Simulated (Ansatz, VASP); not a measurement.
**Two plane-wave programs on TiN**

```
Ti N
1.0
     2.99672    0.00000    0.00000
    -1.49836    2.59523    0.00000
     0.00000    0.00000    7.34043
Ti N
3 3
Cartesian
  0.0000 0.0000 0.0000
  0.0000 1.7302 2.4468
  1.4984 0.8651 4.8936
  1.4984 0.8651 1.2234
  0.0000 0.0000 3.6702
  0.0000 1.7302 6.1170
```

Alike in both runs: task relaxation of cell and atoms; functional PBE; k mesh 12 × 12 × 6; occupations gaussian, width 0.1 eV; no spin polarisation.

```csv
,VASP,Ansatz
version,VASP 6.6.1,Ansatz 0.2.0
potentials or method,"VASP PAW PBE potentials, release 64 (Ti_sv, N), cutoff 600 eV","scalar-relativistic, plane waves, PAW"
valence electrons in the cell,51,51
```

VASP gave:

```
gap on the k mesh at the Fermi level, each at its own relaxed structure (eV) : none
relaxed volume (Å³/atom)                                                     : 9.59
```

Task: Which values does Ansatz return?

Result: gap on the k mesh at the Fermi level, each at its own relaxed structure (eV): none; relaxed volume (Å³/atom): 9.57.

A gap of «none» marks a metal or a gap that the smearing closes.
